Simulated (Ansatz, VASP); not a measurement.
**Fe: VASP beside Ansatz**

```
Fe
1.0
     0.00000    1.98057    1.96511
     1.52841    0.00000    1.96511
     1.52841    1.98057    0.00000
Fe
1
Direct
  0.00000 0.00000 0.00000
```

Change from the starting cell: equal xx and yy strain of +2 %.

Alike in both runs: task single point; functional PBE; k mesh 16 × 16 × 16; occupations fermi-dirac, width 0.05 eV; collinear spin.

|  | VASP | Ansatz |
| --- | --- | --- |
| version | VASP 6.6.1 | Ansatz 0.2.0 |
| potentials or method | VASP PAW PBE potentials, release 64 (Fe), cutoff 520 eV | all-electron LAPW, scalar-relativistic |

```tsv
	VASP	Ansatz	Ansatz less VASP
pressure (GPa)	-6.4	-6.9	-0.50
traceless stress, the component that is largest in VASP (GPa)	-5.12	-5.20	-0.076
net moment per atom (μB)	2.32	2.28	-0.038
size of the moment on the site where the two differ most (μB)	2.32	2.34	+0.017
```

Site moments also hang on the region over which each program counts them. Ansatz ran all-electron here, and VASP with PAW potentials.
